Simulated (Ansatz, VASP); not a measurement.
# Two plane-wave programs on Nb

```
Nb
1.0
    -1.65249    1.65249    1.65249
     1.65249   -1.65249    1.65249
     1.65249    1.65249   -1.65249
Nb
1
Direct
  0.00000 0.00000 0.00000
```

Alike in both runs: functional r2SCAN; k mesh 18 × 18 × 18; occupations fermi-dirac, width 0.1 eV; no spin polarisation.

Ansatz relaxed the structure, and its values are those at the end. VASP's run is a single point on that final structure, the one shown.

|  | VASP | Ansatz |
| --- | --- | --- |
| version | VASP 6.6.1 | Ansatz 0.2.0 |
| potentials or method | VASP PAW PBE potentials, release 64 (Nb_sv) | PAW with Ansatz's default frozen-core files, scalar-relativistic |
| plane-wave cutoff (eV) | 520 | 500 |
| valence electrons in the cell | 13 | 13 |

|  | VASP | Ansatz | Ansatz less VASP |
| --- | --- | --- | --- |
| pressure (GPa) | -0.2 | 0.0 | +0.18 |

VASP's potentials were made for PBE, not for r2SCAN. With one functional, cell and mesh, what is left measures potentials, basis and numerics.
